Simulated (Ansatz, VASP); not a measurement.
# Mo5W: VASP beside Ansatz

INCAR

```
SYSTEM = Mo5W
PREC = Accurate
ENCUT = 520
EDIFF = 1E-7
ISMEAR = 0
SIGMA = 0.1
LREAL = .FALSE.
LASPH = .TRUE.
NELM = 80
ALGO = Fast
ISIF = 2
LWAVE = .FALSE.
LCHARG = .FALSE.
NBANDS = 51
```

File KPOINTS:

```
Automatic mesh
0
G
  12 12 4
  0 0 0
```

File POSCAR:

```
Mo5W
1.0
    3.1641359000      0.0000000000      0.0000000000
    0.0000000000      3.1641359000      0.0000000000
    0.0000000000      0.0000000000      9.4951626000
Mo W
5 1
Direct
    0.0000000000      0.0000000000      0.6660800000
    0.5000000000      0.5000000000      0.8328750000
    0.5000000000      0.5000000000      0.1671250000
    0.0000000000      0.0000000000      0.3339200000
    0.5000000000      0.5000000000      0.5000000000
    0.0000000000      0.0000000000      0.0000000000
```

Input for Ansatz:

```yaml
crystal:
  lattice:
    - [3.1641359, 0.0, 0.0]
    - [0.0, 3.1641359, 0.0]
    - [0.0, 0.0, 9.4951626]
  atoms:
    - { symbol: Mo, position: [0.0, 0.0, 0.66608] }
    - { symbol: Mo, position: [0.5, 0.5, 0.832875] }
    - { symbol: Mo, position: [0.5, 0.5, 0.167125] }
    - { symbol: Mo, position: [0.0, 0.0, 0.33392] }
    - { symbol: Mo, position: [0.5, 0.5, 0.5] }
    - { symbol: W, position: [0.0, 0.0, 0.0] }
basis:
  ecutwfc: 420
kpoints:
  mp_grid: { grid: [12, 12, 4] }
  band_path:
    path:
      - [[0.0, 0.0, 0.0], [0.0, 0.5, 0.0], [0.5, 0.5, 0.0], [0.0, 0.0, 0.0], [0.0, 0.0, 0.5], [0.0, 0.5, 0.5], [0.5, 0.5, 0.5], [0.0, 0.0, 0.5]]
      - [[0.0, 0.5, 0.0], [0.0, 0.5, 0.5]]
      - [[0.5, 0.5, 0.0], [0.5, 0.5, 0.5]]
    npoints: 14
hamiltonian:
  xc: lda
scf:
  occupations: { method: gaussian, width: 0.1 }
  n_extra_bands: 15
output:
  forces: true
  stress: true
  eigenvalues: true
  populations: true
  dos: { projected: true, de: 0.02, nscf_kmesh: { grid: [15, 15, 5] } }
  bader: true
  write_density: true
  write_potential: true
  elf: true
  volumetric_format: npy
```

Alike in both runs: task single point; functional LDA; k mesh 12 × 12 × 4; occupations gaussian, width 0.1 eV; no spin polarisation.

|  | VASP | Ansatz |
| --- | --- | --- |
| version | VASP 6.6.1 | Ansatz 0.2.0 |
| potentials or method | VASP PAW LDA potentials, release 64 (Mo_sv, W_sv), cutoff 520 eV | scalar-relativistic, plane waves, PAW |
| valence electrons in the cell | 84 | 84 |

|  | VASP | Ansatz | Ansatz less VASP |
| --- | --- | --- | --- |
| gap on the k mesh at the Fermi level (eV) | none | none | - |
| pressure (GPa) | -11.6 | -12.8 | -1.16 |
| rms of the force components (eV/Å) | 0.010 | 0.016 | +0.0063 |

LDA's correlation is that of Perdew and Zunger in VASP and of Perdew and Wang (1992) in Ansatz. Atom by atom the forces differ by 0.006 eV/Å (rms over components). A gap of «none» marks a metal or a gap that the smearing closes.

Neither program's run includes spin-orbit coupling.
